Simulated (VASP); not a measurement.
Hf, 1 atom in the cell. Symmetry: Pm-3m, No. 221, cubic system. The conventional cell has a = 2.346 Å, b = 2.346 Å, c = 2.346 Å, α = 90.00°, β = 90.00°, γ = 90.00°. Within 3.1 Å of Hf (site symmetry m-3m) lie 6 Hf at 2.35 Å.  This cell differs from its parent crystal: volume scaled by 0.52.

- Program: VASP 6.6.1
- Task: single point
- Functional: PBE
- Potentials or basis: VASP PAW PBE potentials, release 64 (Hf_pv)
- Cutoff: 520 eV
- k mesh: 15 × 15 × 15
- Occupations: fermi-dirac, width 0.08 eV
- Spin: no spin polarisation
- Dipole correction: no
- Further INCAR settings: ALGO = Normal; EDIFF = 1e-07; NBANDS = 11

Potentials or basis: VASP PAW PBE potentials, release 64 (Hf_pv).

Launch:

```sh
$ cat potpaw_PBE.64/Hf_pv/POTCAR > POTCAR
$ mpirun -np 1 vasp_std > vasp.out
```

Hardware: 1 thread of Intel(R) Xeon(R) Platinum 8259CL CPU @ 2.50GHz (Skylake/Cascade Lake) (shared host).

Question: Estimate the wall time of this run.

Answer: It took 17 s on 1 thread of Intel(R) Xeon(R) Platinum 8259CL CPU @ 2.50GHz (Skylake/Cascade Lake) (shared host), peak memory 0.13 GiB. Counts: scf iterations 11, k points 120.
